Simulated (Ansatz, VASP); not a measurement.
## One calculation of GaN, two programs

```
Ga N
1.0
     0.00000    2.22304    2.22304
     2.22304    0.00000    2.22304
     2.22304    2.22304    0.00000
Ga N
1 1
Direct
  0.00000 0.00000 0.00000
  0.75000 0.75000 0.75000
```

Alike in both runs: task single point; functional r2SCAN; k mesh 8 × 8 × 8; no spin polarisation.

|  | VASP | Ansatz |
| --- | --- | --- |
| version | VASP 6.6.1 | Ansatz 0.2.0 |
| potentials or method | VASP PAW PBE potentials, release 64 (Ga_d, N), cutoff 520 eV | plane waves, PAW |
| occupations | gaussian, width 0.01 eV | fixed |
| valence electrons in the cell | 18 | 18 |

```tsv
	VASP	Ansatz	Ansatz less VASP
pressure (GPa)	8.5	7.3	-1.18
```

VASP's potentials were made for PBE, not for r2SCAN.
